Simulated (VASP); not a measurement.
Here is a VASP 6.6.1 calculation.

INCAR

```
ALGO = Normal ; EDIFF = 1E-8
ENCUT = 520 ; GGA = PE
ISIF = 2 ; ISMEAR = -1
LASPH = T ; LCHARG = F
LEFG = T ; LREAL = F
LWAVE = F ; NBANDS = 28
NELM = 100 ; PREC = Accurate
SIGMA = 0.08
```

The input KPOINTS:

```
k-points
0
Gamma
  11 11 6
```

File POSCAR:

```
SnSe
1.0
    5.1099226455      0.0000000000      0.0000000000
   -2.5549613227      4.4253228224      0.0000000000
    0.0000000000      0.0000000000      6.1646424464
Sn Se
2 2
Direct
    0.3333333333      0.6666666667     -0.0445924335
    0.6666666667      0.3333333333      0.4554075665
    0.3333333333      0.6666666667      0.4205924335
    0.6666666667      0.3333333333      0.9205924335
```

Potentials or basis: VASP PAW PBE potentials, release 64 (Sn_d, Se).

Command:

```bash
$ cat potpaw_PBE.64/Sn_d/POTCAR potpaw_PBE.64/Se/POTCAR > POTCAR
$ mpirun -np 1 vasp_std > vasp.out
```

What does it give for the largest force?

0.006 eV/Å.

Predict the pressure.

0.0 GPa.

Forces on the atoms (eV/Å):
```
Sn   0.000  0.000 -0.006
Sn   0.000  0.000 -0.006
Se   0.000  0.000  0.006
Se   0.000  0.000  0.006
```

Caveat: without QUAD_EFG the Cq values of the log hold for a quadrupole moment of 1 mb, not for the nuclei.
